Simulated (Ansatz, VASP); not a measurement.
InP in VASP and in Ansatz

File INCAR:

```
ALGO = Normal ; EDIFF = 1E-6
ENCUT = 520 ; GGA = CA
ISIF = 2 ; ISMEAR = -1
LASPH = T ; LCHARG = F
LREAL = F ; LWAVE = F
NBANDS = 16 ; NELM = 100
PREC = Accurate ; SIGMA = 0.05
```

The input KPOINTS:

```
k-points
0
Gamma
  8 8 8
```

The input POSCAR:

```
InP
1.0
    0.0000000000      2.9108316221      2.9108316221
    2.9108316221      0.0000000000      2.9108316221
    2.9108316221      2.9108316221      0.0000000000
In P
1 1
Direct
    0.0000000000      0.0000000000      0.0000000000
    0.7500000000      0.7500000000      0.7500000000
```

The input input.yaml:

```yaml
crystal:
  lattice:
    - [0.0, 2.9108316221, 2.9108316221]
    - [2.9108316221, 0.0, 2.9108316221]
    - [2.9108316221, 2.9108316221, 0.0]
  atoms:
    - { symbol: In, position: [0.0, 0.0, 0.0] }
    - { symbol: P, position: [0.75, 0.75, 0.75] }
kpoints:
  mp_grid: { grid: [8, 8, 8] }
scf:
  occupations: { method: fermi_dirac, width: 0.05 }
hamiltonian:
  xc: lda
  pseudopotentials: { kind: all_electron, lapw: { basis_error: 0.001 } }
output:
  forces: true
  stress: true
  eigenvalues: true
```

Change from the starting cell: volume scaled by 0.98.

Alike in both runs: task single point; functional LDA; k mesh 8 × 8 × 8; occupations fermi-dirac, width 0.05 eV; no spin polarisation.

|  | VASP | Ansatz |
| --- | --- | --- |
| version | VASP 6.6.1 | Ansatz 0.2.0 |
| potentials or method | VASP PAW LDA potentials, release 64 (In_d, P), cutoff 520 eV | all-electron LAPW, scalar-relativistic |

VASP gave:

- gap on the k mesh at the Fermi level (eV): 0.62
- least direct gap on the mesh (eV): 0.62
- pressure (GPa): 0.2

Q: Estimate Ansatz's values.

A: gap on the k mesh at the Fermi level (eV): 0.59; least direct gap on the mesh (eV): 0.59; pressure (GPa): 0.2.

LDA's correlation is that of Perdew and Zunger in VASP and of Perdew and Wang (1992) in Ansatz. Ansatz ran all-electron here, and VASP with PAW potentials.
